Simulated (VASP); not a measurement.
Runs of VASP 6.6.1 on V3Re. The structure is that of space group Fm-3m (No. 225), or close to it. The cells are those of the table. 

```csv
cell,gap on the mesh (eV),pressure (GPa),moment (μB)
"a = 4.136 Å, angles 60.0°, 4 atoms",none,(a),0.00
"a = 4.245 Å, angles 60.0°, 4 atoms",none,(b),0.00
"a = 4.314 Å, angles 60.0°, 4 atoms",none,-20.9,0.00
"a = 4.098 Å, angles 60.0°, 4 atoms",none,17.9,0.00
"a = 4.348 Å, angles 60.0°, 4 atoms",none,-24.8,0.00
```

Alike in all rows: task single point; level LDA; potentials or basis VASP PAW LDA potentials, release 64 (V_sv, Re); spin collinear, ferromagnetic start; k mesh 7 × 7 × 7; cutoff (eV) 520; smearing fermi-dirac 0.1 eV.

**Question.** Estimate the missing entries.

**Answer.** (a) 9.0; (b) -11.3.

Caveats: the moments typed at the start vanished in this run; spin-orbit coupling is left out, which moves the levels of the heavy elements; the cell stands under tension (at least some runs); the cell stands under pressure (at least some runs).

A k mesh can miss the band edges, and the runs leave out spin-orbit coupling on Re.

A gap of «none» marks levels without a gap at the run's occupations.
